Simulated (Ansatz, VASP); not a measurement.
**One calculation of TiCo, two programs**

```
Ti Co
1.0
     3.00589    0.00000    0.00000
     0.00000    3.00589    0.00000
     0.00000    0.00000    3.00589
Ti Co
1 1
Direct
  0.00000 0.00000 0.00000
  0.50000 0.50000 0.50000
```

Change from the starting cell: volume scaled by 1.02, PAW files.

Alike in both runs: task electric field gradients; functional PBEsol; k mesh 11 × 11 × 11; occupations fermi-dirac, width 0.03 eV; collinear spin.

```csv
,VASP,Ansatz
version,VASP 6.6.1,Ansatz 0.2.0
potentials or method,"VASP PAW PBE potentials, release 64 (Ti_sv, Co)","PAW with Ansatz's default frozen-core files, scalar-relativistic"
plane-wave cutoff (eV),520,420
valence electrons in the cell,21,29
```

Ansatz gave:

- pressure (GPa): -10.1
- net moment per atom (μB): 0.44
- size of the moment on the site where the two differ most (μB): 0.99

What did VASP give for the same quantities?

Pressure (GPa): -10.5; net moment per atom (μB): 0.44; size of the moment on the site where the two differ most (μB): 0.95.

VASP's potentials were made for PBE, not for PBEsol. Site moments also hang on the region over which each program counts them. VASP's potentials hold 21 valence electrons a cell and Ansatz's 29, so a difference there can come from the potentials and not from the codes.
